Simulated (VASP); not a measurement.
Wanted: the native input for a VASP 6.6.1 run.

```
Task                   : single point
Functional             : LDA
Potentials or basis    : VASP PAW LDA potentials, release 64 (Al, N)
Cutoff                 : 520 eV
k mesh                 : 9 × 9 × 6
Occupations            : gaussian, width 0.05 eV
Spin                   : no spin polarisation
Dipole correction      : no
Further INCAR settings : ALGO = Normal; EDIFF = 1e-06; NBANDS = 16
```

The structure of AlN lies in POSCAR:

```
AlN
1.0
    3.0176720870      0.0000000000      0.0000000000
   -1.5088360435      2.6133806877      0.0000000000
    0.0000000000      0.0000000000      5.0526700000
Al N
2 2
Direct
    0.3333333333      0.6666666667      0.0000000000
    0.6666666667      0.3333333333      0.5000000000
    0.3333333333      0.6666666667      0.3850000000
    0.6666666667      0.3333333333      0.8850000000
```

This cell differs from its parent crystal: strain -0.030 along x and y, +0.015 along z.

One way to write it, as run:

INCAR

```
SYSTEM = AlN
PREC = Accurate
ENCUT = 520
EDIFF = 1E-6
ISMEAR = 0
SIGMA = 0.05
LREAL = .FALSE.
LASPH = .TRUE.
NELM = 80
ALGO = Normal
ISIF = 2
LWAVE = .FALSE.
LCHARG = .FALSE.
NBANDS = 16
```

KPOINTS

```
Automatic mesh
0
G
  9 9 6
  0 0 0
```

Potentials or basis: VASP PAW LDA potentials, release 64 (Al, N).

Command:

```console
$ cat potpaw_LDA.64/Al/POTCAR potpaw_LDA.64/N/POTCAR > POTCAR
$ mpirun -np 1 vasp_std > vasp.out
```

Results of the run:

| Item | Value |
| --- | --- |
| Pressure | 7.5 GPa |
| Largest force | 0.709 eV/Å |
| Band gap on the k mesh | 4.69 eV, direct |

Caveat: the cell differs from its parent crystal (strain -0.030 along x and y, +0.015 along z).

It took 40 s on 1 thread of AMD EPYC 7R13, on a shared host, peak memory 0.12 GiB.
